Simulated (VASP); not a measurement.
Write the native input for VASP 6.6.1 that does the following.

```yaml
Task: single point
Functional: PBE
Potentials_or_basis: VASP PAW PBE potentials, release 64 (Al, Ni, Pd)
Cutoff: 520 eV
k_mesh: 10 × 10 × 6
Occupations: gaussian, width 0.1 eV
Spin: no spin polarisation
Dipole_correction: no
k_mesh_for_the_DOS: 15 × 15 × 9
Occupations_for_the_DOS: tetrahedron
Further_INCAR_settings: ALGO = Fast; EDIFF = 1e-07; NBANDS = 36
```

Al4NiPd3:

```
Al Ni Pd
1.0
     4.27674    0.00000    0.00000
     0.00000    4.27674    0.00000
     0.00000    0.00000    6.11941
Al Ni Pd
4 1 3
Cartesian
  2.1384 0.0000 4.6452
  0.0000 2.1384 4.6452
  2.1384 0.0000 1.4742
  0.0000 2.1384 1.4742
  2.1384 2.1384 0.0000
  0.0000 0.0000 0.0000
  0.0000 0.0000 3.0597
  2.1384 2.1384 3.0597
```

These files were run (other wordings do the same):

POSCAR

```
Al4NiPd3
1.0
    4.2767390000      0.0000000000      0.0000000000
    0.0000000000      4.2767390000      0.0000000000
    0.0000000000      0.0000000000      6.1194130000
Al Ni Pd
4 1 3
Direct
    0.5000000000      0.0000000000      0.7590980000
    0.0000000000      0.5000000000      0.7590980000
    0.5000000000      0.0000000000      0.2409020000
    0.0000000000      0.5000000000      0.2409020000
    0.5000000000      0.5000000000      0.0000000000
    0.0000000000      0.0000000000      0.0000000000
    0.0000000000      0.0000000000      0.5000000000
    0.5000000000      0.5000000000      0.5000000000
```

INCAR.step1

```
SYSTEM = Al4NiPd3
PREC = Accurate
ENCUT = 520
EDIFF = 1E-7
ISMEAR = 0
SIGMA = 0.1
LREAL = .False.
LASPH = .True.
NELM = 60
ALGO = Fast
ISIF = 2
LWAVE = .False.
LCHARG = .True.
LMAXMIX = 4
GGA = PE
NBANDS = 36
```

KPOINTS.step1

```
Automatic mesh
0
Gamma
  10 10 6
  0 0 0
```

INCAR.step2

```
SYSTEM = Al4NiPd3
PREC = Accurate
ENCUT = 520
EDIFF = 1E-7
ISMEAR = -5
SIGMA = 0.1
LREAL = .False.
LASPH = .True.
NELM = 60
ALGO = Fast
ISIF = 2
LWAVE = .False.
LCHARG = .False.
LMAXMIX = 4
GGA = PE
LORBIT = 11
NBANDS = 36
NEDOS = 1001
ICHARG = 11
```

KPOINTS.step2

```
Automatic mesh
0
Gamma
  15 15 9
  0 0 0
```

Potentials or basis: VASP PAW PBE potentials, release 64 (Al, Ni, Pd).

Run with:

```bash
$ cat potpaw_PBE.64/Al/POTCAR potpaw_PBE.64/Ni/POTCAR potpaw_PBE.64/Pd/POTCAR > POTCAR
$ cp INCAR.step1 INCAR
$ cp KPOINTS.step1 KPOINTS
$ mpirun -np 1 vasp_std > vasp.out
$ cp INCAR.step2 INCAR
$ cp KPOINTS.step2 KPOINTS
$ mpirun -np 1 vasp_std > vasp.out
```

It gave:

The valence electrons inside the program's atomic spheres are Al 0.75; Ni 9.31; Pd 9.79, 9.69, 9.68.

Wall time 20 min on 1 thread of Intel Xeon 8259CL, with other jobs on the host, peak memory 0.69 GiB.
